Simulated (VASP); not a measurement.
# BeZn2Te3 (P1) in VASP: relaxation of cell and atoms with PBE

Aim: the relaxation of cell and atoms of BeZn2Te3 with PBE.

All numbers are computed with VASP 6.6.1; they aren't measurements. Logs are shortened: lines on timing, memory, paths and dates and some standing lists are left out, and cuts for length are marked.

## 1. The cell of the first run

The typed cell holds 12 atoms: a = 6.988 Å, b = 7.321 Å, c = 7.234 Å, α = 118.81°, β = 90.29°, γ = 90.39°.

## 2. Relaxation of cell and atoms, PBE

Contents of INCAR:

```
SYSTEM = BeZn2Te3
PREC = Accurate ; ENCUT = 600
EDIFF = 1E-6 ; ISMEAR = 0
SIGMA = 0.1 ; LREAL = .FALSE.
LASPH = .TRUE. ; NELM = 80
ALGO = Normal ; ISIF = 3
LWAVE = .FALSE. ; LCHARG = .FALSE.
GGA = PE ; IBRION = 2
NSW = 80 ; EDIFFG = -0.025
```

Contents of KPOINTS:

```
Automatic mesh
0
G
  2 2 2
  0 0 0
```

Contents of POSCAR:

```
BeZn2Te3
1.0
   -0.0034556197      0.0412197813     -6.9879269927
    6.2892472272     -3.7475777009      0.0248573588
   -6.2390238319     -3.6606499805      0.0185577525
Be Zn Te
2 4 6
Direct
    0.9804666067      0.8434541810      0.8544372682
    0.5082107480      0.2017701015      0.1619485383
   -0.0189990740      0.1565133537      0.5029308703
   -0.0074267225      0.4877372143      0.1634293018
    0.5162201621      0.4793673377      0.8333659221
    0.5076919027      0.8424927570      0.5084456653
    0.8578851305      0.1375725149      0.1429834849
    0.8780505093      0.5073358994      0.8273792360
    0.8875760389      0.8381137141      0.5258125015
    0.3500244787      0.8451211693      0.8481394051
    0.4145574022      0.1819320170      0.4688411409
    0.3757428176      0.4785897401      0.1622866655
```

Potentials or basis: VASP PAW PBE potentials, release 64 (Be, Zn, Te).

Started as:

```bash
$ cat potpaw_PBE.64/Be/POTCAR potpaw_PBE.64/Zn/POTCAR potpaw_PBE.64/Te/POTCAR > POTCAR
$ mpirun -np 1 vasp_std > vasp.out
```

OUTCAR:

```text
SYSTEM = BeZn2Te3
   PREC = Accurate
   ENCUT = 600
   EDIFF = 1E-6
   ISMEAR = 0
   LREAL = .FALSE.
   LASPH = .TRUE.
   NELM = 80
   ISIF = 3
   GGA = PE
   IBRION = 2
   NSW = 80
   EDIFFG = -0.025

 ion  position               nearest neighbor table
   1  0.980  0.843  0.854-   7 2.33   9 2.44   8 2.47  10 2.58
   2  0.508  0.202  0.162-  12 2.23  11 2.39   7 2.48  10 2.72
   3  0.981  0.157  0.503-   9 2.50   8 2.62   7 2.68  11 3.05
   4  0.993  0.488  0.163-   8 2.62   7 2.66  12 2.68   9 2.75
   5  0.516  0.479  0.833-   8 2.54  11 2.57  12 2.58  10 2.88
   6  0.508  0.842  0.508-   9 2.66  10 2.69  11 2.72  12 2.78
   7  0.858  0.138  0.143-   1 2.33   2 2.48   4 2.66   3 2.68
   8  0.878  0.507  0.827-   1 2.47   5 2.54   3 2.62   4 2.62
   9  0.888  0.838  0.526-   1 2.44   3 2.50   6 2.66   4 2.75
  10  0.350  0.845  0.848-   1 2.58   6 2.69   2 2.72   5 2.88
  11  0.415  0.182  0.469-   2 2.39   5 2.57   6 2.72   3 3.05
  12  0.376  0.479  0.162-   2 2.23   5 2.58   4 2.68   6 2.78

  LATTYP: Found a triclinic cell.
 ALAT       =     7.3211738948
 B/A-ratio  =     1.7112794197
 C/A-ratio  =     0.9544984887
 COS(alpha) =     0.0010382292
 COS(beta)  =     0.0068394064
 COS(gamma) =     0.8625815569

  Lattice vectors:

 A1 = (   6.2892472272,  -3.7475777009,   0.0248573588)
 A2 = (  12.5282710591,  -0.0869277204,   0.0062996063)
 A3 = (   0.0034556197,  -0.0412197813,   6.9879269927)

Analysis of symmetry for initial positions (statically):
=====================================================================
 Subroutine PRICEL returns:
 Original cell was already a primitive cell.

 Routine SETGRP: Setting up the symmetry group for a
 triclinic supercell.

 Subroutine GETGRP returns: Found  1 space group operations
 (whereof  1 operations were pure point group operations)
 out of a pool of  2 trial point group operations.

The static configuration has the point symmetry C_1 .

Analysis of symmetry for dynamics (positions and initial velocities):
=====================================================================
 Subroutine PRICEL returns:
 Original cell was already a primitive cell.

 Routine SETGRP: Setting up the symmetry group for a
 triclinic supercell.

 Subroutine GETGRP returns: Found  1 space group operations
 (whereof  1 operations were pure point group operations)
 out of a pool of  2 trial point group operations.

The dynamic configuration has the point symmetry C_1 .

[... 103 lines left out ...]
   EDIFFG = -.3E-01   stopping-criterion for IOM
   NSW    =     80    number of steps for IOM
   IBRION =      2    ionic relax: 0-MD 1-quasi-New 2-CG
   NFREE  =      1    steps in history (QN), initial steepest desc. (CG)
   ISIF   =      3    stress and relaxation
   ISYM   =      2    0-nonsym 1-usesym 2-fastsym
   POTIM  = 0.5000    time-step for ionic-motion
   TEBEG  =    0.0;   TEEND  =   0.0 temperature during run
   PSTRESS=    0.0 pullay stress
   NELECT =      88.0000    total number of electrons
   NUPDOWN=      -1.0000    fix difference up-down
   EMIN   =  10.00;   EMAX   =-10.00  energy-range for DOS
   EFERMI =   0.00;   METHOD = LEGACY
   ISMEAR =     0;   SIGMA  =   0.10  broadening in eV -4-tet -1-fermi 0-gaus
   EFERMI_NEDOS =   21; number of points for ismear=-14 and -15
   IALGO  =     38    algorithm
   IMIX   =      4    mixing-type and parameters
     AMIX     =   0.40;   BMIX     =  1.00
     AMIX_MAG =   1.60;   BMIX_MAG =  1.00
  volume/ion in A,a.u.               =      27.02       182.35
  Fermi-wavevector in a.u.,A,eV,Ry     =   1.059920  2.002958 15.285190  1.123430
  Thomas-Fermi vector in A             =   2.195282
   LORBIT       =      0    0 simple, 1 ext, 2 COOP (PROOUT), +10 PAW based schemes
   GGA     = PE    functional components
   LHFCALC =     F    Hartree Fock is set to
   AEXX    =    0.0000 exact exchange contribution
   IVDW    =     0    specifies the selected vdW correction
   LEPSILON=     F    determine dielectric tensor
   LRPA    =     F    only Hartree local field effects (RPA)
 conjugate gradient relaxation of ions
 non-spin polarized calculation
 Gauss-broadening in eV      SIGMA  =   0.10
  energy-cutoff  :      600.00
  volume of cell :      324.26
 maximum number of plane-waves:     10850
 NGX is ok and might be reduce to    56
   NGX = 27   NGY = 29   NGZ = 29

--------------------------------------- Ionic step        1  -------------------------------------------

 number of electron      88.0000021 magnetization

 Free energy of the ion-electron system (eV)
  ---------------------------------------------------
  ext. energy  EPLUGINS =         0.00000000
  ---------------------------------------------------
  free energy    TOTEN  =       -34.81709106 eV

  energy without entropy =      -34.81709106  energy(sigma->0) =      -34.81709106

------------------------ aborting loop because EDIFF is reached ----------------------------------------

  FORCE on cell =-STRESS in cart. coord.  units (eV):
  Direction    XX          YY          ZZ          XY          YZ          ZX
  --------------------------------------------------------------------------------------
  -------------------------------------------------------------------------------------
  Total        4.6344980      1.1608054      0.6660116      0.2369072     -0.2111315      0.2516326
  in kB       22.8994469      5.7356377      3.2908197      1.1705786     -1.0432185      1.2433380
  external PRESSURE =      10.6419681 kB  Pullay stress =       0.0000000 kB
[... 119 lines left out ...]
  FREE ENERGIE OF THE ION-ELECTRON SYSTEM (eV)
  ---------------------------------------------------
  free  energy   TOTEN  =       -35.3962930618 eV

  energy  without entropy=      -35.3962930618  energy(sigma->0) =      -35.39629306

[... ionic steps 4 to 13 ...]

--------------------------------------- Ionic step       14  -------------------------------------------

 number of electron      88.0000009 magnetization

------------------------ aborting loop because EDIFF is reached ----------------------------------------
[... 87 lines left out ...]
--------------------------------------- Ionic step       16  -------------------------------------------

 number of electron      88.0000007 magnetization

 Free energy of the ion-electron system (eV)
  ---------------------------------------------------
  ext. energy  EPLUGINS =         0.00000000
  ---------------------------------------------------
  free energy    TOTEN  =       -35.73807553 eV

  energy without entropy =      -35.73807553  energy(sigma->0) =      -35.73807553

 E-fermi :   3.9719     XC(G=0):  -8.8751

 val. band max:        3.5270544928   @ k =   0.0000   0.0000   0.0000
 cond. band min:       5.2614460164   @ k =   0.0000   0.0000   0.0000
 fundamental gap:      1.7343915236
 Fermi energy:         3.9718911335

 k-point     1 :       0.0000    0.0000    0.0000
  band No.  band energies     occupation
      1      -8.2798      2.00000
      2      -7.3362      2.00000
      3      -7.0636      2.00000
      4      -7.0586      2.00000
      5      -7.0507      2.00000
      6      -7.0476      2.00000
[... 468 lines left out ...]
  FREE ENERGIE OF THE ION-ELECTRON SYSTEM (eV)
  ---------------------------------------------------
  free  energy   TOTEN  =       -35.7380755350 eV

  energy  without entropy=      -35.7380755350  energy(sigma->0) =      -35.73807553

 reached required accuracy - stopping structural energy minimisation
```

OSZICAR:

```text
N       E                     dE             d eps       ncg     rms          rms(c)
DAV:   1     0.629663881855E+03    0.62966E+03   -0.39698E+04   832   0.184E+03
DAV:   2     0.431769847399E+02   -0.58649E+03   -0.57219E+03   848   0.397E+02
DAV:   3    -0.328808565170E+02   -0.76058E+02   -0.74544E+02   916   0.138E+02
[... 153 lines left out ...]
DAV:   2    -0.357385779481E+02    0.22178E-02   -0.15410E-02  1040   0.144E+00    0.151E-01
DAV:   3    -0.357382140429E+02    0.36391E-03   -0.74638E-04   988   0.165E-01    0.842E-02
DAV:   4    -0.357380816967E+02    0.13235E-03   -0.20871E-04   912   0.933E-02    0.297E-02
DAV:   5    -0.357380755581E+02    0.61386E-05   -0.35253E-05  1012   0.902E-02    0.181E-02
DAV:   6    -0.357380755350E+02    0.23158E-07   -0.91323E-06   904   0.525E-02
  16 F= -.35738076E+02 E0= -.35738076E+02  d E =-.404095E-03
```

CONTCAR:

```text
BeZn2Te3
   1.00000000000000
    -0.0008249639540156    0.0007403157279021   -6.9597881364323708
     6.3507703289394932   -3.6701138785952776    0.0013527205249196
    -6.3527043352539438   -3.6756932679279868   -0.0005312407978237
  Be              Zn              Te
     2     4     6
Direct
     0.9972699409124908    0.8383495476771036    0.8405396278337031
     0.4974496028244290    0.1613582902969057    0.1599449546365782
     0.0014948535178852    0.1653669206043998    0.4942144853315017
     0.0021503012451112    0.4919462272425726    0.1679586438693809
     0.5021217472368986    0.5087125716825243    0.8322243814453955
     0.5016349521578305    0.8344245072388294    0.5051943573650158
     0.8547103826269135    0.1465863138208310    0.1484955606614170
     0.8849764347480562    0.5173201166643245    0.8347413202525589
     0.8843644072433354    0.8321132041781815    0.5192174612286142
     0.3546430438263348    0.8536745366594064    0.8511723343110488
     0.3841700064565782    0.1679757338176723    0.4809818637275888
     0.3850143274041473    0.4821720301172418    0.1653150092371951

  0.00000000E+00  0.00000000E+00  0.00000000E+00
  0.00000000E+00  0.00000000E+00  0.00000000E+00
  0.00000000E+00  0.00000000E+00  0.00000000E+00
  0.00000000E+00  0.00000000E+00  0.00000000E+00
  0.00000000E+00  0.00000000E+00  0.00000000E+00
  0.00000000E+00  0.00000000E+00  0.00000000E+00
  0.00000000E+00  0.00000000E+00  0.00000000E+00
  0.00000000E+00  0.00000000E+00  0.00000000E+00
  0.00000000E+00  0.00000000E+00  0.00000000E+00
  0.00000000E+00  0.00000000E+00  0.00000000E+00
  0.00000000E+00  0.00000000E+00  0.00000000E+00
  0.00000000E+00  0.00000000E+00  0.00000000E+00
```

Wall time 36 min (1 thread of Oxide Virtual Turin-like, shared host); peak memory 0.56 GiB.

What came out:

```
Free energy                           : -35.7381 eV
Relaxed volume                        : 27.06 Å³/atom
Relaxed cell                          : a = 6.960 Å, b = 7.335 Å, c = 7.339 Å, α = 119.92°, β = 89.99°, γ = 90.02°
Space group after relaxing (to 0.1 Å) : Cmc2_1 (No. 36)
Energy gained by relaxing             : 76.7 meV/atom
Ionic steps                           : 16
Pressure after relaxing               : 0.0 GPa
Largest force after relaxing          : 0.021 eV/Å
Band gap on the k mesh                : 1.73 eV
```

Forces in eV/Å, atoms in the order of the input:
```
Be   0.017  0.005 -0.010
Be  -0.002  0.003 -0.005
Zn   0.009 -0.005 -0.001
Zn   0.009 -0.005 -0.006
Zn  -0.020  0.006  0.002
Zn  -0.010  0.002 -0.002
Te  -0.001 -0.007  0.010
Te   0.018  0.002  0.006
Te   0.004 -0.008  0.001
Te  -0.018  0.004  0.006
Te  -0.009  0.007 -0.008
Te   0.003 -0.003  0.005
```

Step by step:
| step | energy change (eV) | largest force (eV/Å) | pressure (GPa) | volume (Å³) |
| --- | --- | --- | --- | --- |
| 1 | 0.0000 | 1.8817 | 1.06 | 324.26 |
| 2 | -0.5017 | 1.0635 | -0.79 | 332.73 |
| 3 | -0.5792 | 0.7561 | -1.65 | 338.54 |
| 4 | -0.7950 | 0.6303 | -0.17 | 326.21 |
| 5 | -0.8133 | 0.6584 | 0.48 | 321.73 |
| 6 | -0.8786 | 0.3279 | 0.12 | 323.81 |
| 7 | -0.8898 | 0.1845 | -0.05 | 325.12 |
| 8 | -0.9033 | 0.1320 | -0.05 | 324.85 |
| 9 | -0.9069 | 0.1390 | -0.01 | 324.61 |
| 10 | -0.9132 | 0.1029 | 0.02 | 324.35 |
| 11 | -0.9149 | 0.1053 | 0.05 | 324.13 |
| 12 | -0.9190 | 0.0558 | -0.02 | 324.67 |
| 13 | -0.9193 | 0.0638 | -0.06 | 324.87 |
| 14 | -0.9206 | 0.0317 | 0.05 | 324.11 |
| 15 | -0.9206 | 0.0314 | 0.05 | 324.12 |
| 16 | -0.9210 | 0.0209 | -0.05 | 324.73 |

Final structure:
```xyz
12
Lattice="-0.0008 0.0007 -6.9598 6.3508 -3.6701 0.0014 -6.3527 -3.6757 -0.0005" Properties=species:S:1:pos:R:3 pbc="T T T"
Be   -0.0164   -6.1657   -6.9401
Be    0.0083   -1.1797   -3.4620
Zn   -2.0894   -2.4235   -0.0104
Zn    2.0572   -2.4229   -0.0144
Zn   -2.0566   -4.9257   -3.4944
Zn    2.0895   -4.9190   -3.4904
Te   -0.0131   -1.0832   -5.9485
Te   -2.0182   -4.9662   -6.1590
Te    1.9854   -4.9618   -6.1541
Te    0.0140   -6.2615   -2.4675
Te   -1.9891   -2.3841   -2.6738
Te    2.0116   -2.3770   -2.6791
```

Caveat: the k points lie up to 0.49 Å⁻¹ apart in the final cell; spin-orbit coupling is left out, which moves the levels of the heavy elements. A k mesh can miss the band edges.
